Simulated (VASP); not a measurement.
Input of a VASP 6.6.1 run:

POSCAR

```
Te2Mo
1.0
    3.5121156613      0.0000000000      0.0000000000
   -1.7560578307      3.0415813837      0.0000000000
    0.0000000000      0.0000000000     17.2872171948
Te Mo
2 1
Direct
    0.3333333333      0.6666666667      0.1021445500
    0.3333333333      0.6666666667      0.8978554500
    0.0000000000      0.0000000000      0.0000000000
```

The input INCAR.step1:

```
ALGO = Normal
EDIFF = 1E-4
ENCUT = 520
GGA = PE
ISMEAR = -1
LASPH = True
LCHARG = False
LREAL = False
LWAVE = True
NBANDS = 20
NELM = 80
PREC = Accurate
SIGMA = 0.05
```

The input INCAR.step2:

```
ALGO = Normal
EDIFF = 1E-7
ENCUT = 520
ISIF = 2
ISMEAR = -1
ISTART = 1
LASPH = True
LCHARG = False
LMIXTAU = True
LREAL = False
LWAVE = False
METAGGA = R2SCAN
NBANDS = 20
NELM = 80
PREC = Accurate
SIGMA = 0.05
```

The input KPOINTS:

```
k-points
0
Gamma
  9 9 2
```

Potentials or basis: VASP PAW PBE potentials, release 64 (Te, Mo_sv).

Run with:

```sh
$ cat potpaw_PBE.64/Te/POTCAR potpaw_PBE.64/Mo_sv/POTCAR > POTCAR
$ cp INCAR.step1 INCAR
$ mpirun -np 1 vasp_std > vasp.out
$ cp INCAR.step2 INCAR
$ mpirun -np 1 vasp_std > vasp.out
```

(1) Predict the band gap on the k mesh.

(2) What does it give for the largest force?

Answers

(1) 1.20 eV.

(2) 0.653 eV/Å.

Caveat: the PAW data sets were made with another functional, which shifts forces and pressure a little; spin-orbit coupling is left out, which moves the levels of the heavy elements.
